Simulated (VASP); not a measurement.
Set up this calculation in VASP 6.6.1, as the native input.

```yaml
Task: single point
Functional: PBEsol
Potentials_or_basis: VASP PAW PBE potentials, release 64 (Na_pv)
Cutoff: 520 eV
k_mesh: 2 × 2 × 2, shifted
Occupations: fermi-dirac, width 0.2241 eV
Spin: no spin polarisation
Dipole_correction: no
Further_INCAR_settings: LREAL = Auto; ALGO = Normal; EDIFF = 1e-06; NBANDS = 78
```

The structure of Na lies in POSCAR:

```
Na
1.0
    0.0000000000      6.7352531595      6.3526518305
   -5.8329003371     -3.3676265798      6.3526518305
    5.8329003371     -3.3676265798      6.3526518305
Na
18
Direct
    0.3075050456      0.6434548132      0.3047231556
    0.6418464726      0.6326994396      0.9614302406
    0.3150048841      0.3167089702      0.6296354552
    0.2837203851      0.9771785541      0.9726031287
    0.6417341465      0.3002394164      0.3104105143
    0.9723769143      0.6312560447      0.6285052690
    0.9670205743      0.3216489090      0.9823972121
    0.6398559190      0.9815152450      0.6298123388
    0.9792300036      0.9676833399      0.3217612801
    0.3542994234      0.7114438816      0.6905311293
    0.6958135873      0.7078438957      0.3551366864
    0.3694374408      0.3562918451      0.0297674936
    0.3679287501      0.0294200481      0.3606016024
    0.6974810903      0.3500336622      0.6902318287
    0.0190218823      0.6837311624      0.0349144878
    0.0473484335      0.3349555486      0.3533391989
    0.6864134836      0.0214009275      0.0319575968
    0.0139616929      0.0324941061      0.7122415338
```

This cell differs from its parent crystal: dynamics (nve) at 2600 K, volume x 1.1, from the last frame before.

One way to write it, as run:

INCAR

```
PREC = Accurate
ENCUT = 520
EDIFF = 1E-6
ISMEAR = -1
SIGMA = 0.2241
LREAL = Auto
LASPH = T
NELM = 100
ALGO = Normal
ISIF = 2
LWAVE = F
LCHARG = T
GGA = PS
LELF = T
LVHAR = T
NBANDS = 78
```

KPOINTS

```
Automatic mesh
0
Gamma
  2 2 2
  0.5 0.5 0.5
```

Potentials or basis: VASP PAW PBE potentials, release 64 (Na_pv).

Run with:

```sh
$ cat potpaw_PBE.64/Na_pv/POTCAR > POTCAR
$ mpirun -np 1 vasp_std > vasp.out
```

Results of the run:

- Pressure: -0.6 GPa
- Largest force: 0.129 eV/Å
- Band gap on the k mesh: zero (band 63 reaches 0.17 eV, above the bottom of band 64 at -0.28 eV)

Caveat: the PAW data sets were made with another functional, which shifts forces and pressure a little.

It took 2.2 min on 1 thread of Intel(R) Xeon(R) 6975P-C (Granite Rapids), with other jobs on the host, peak memory 0.69 GiB.
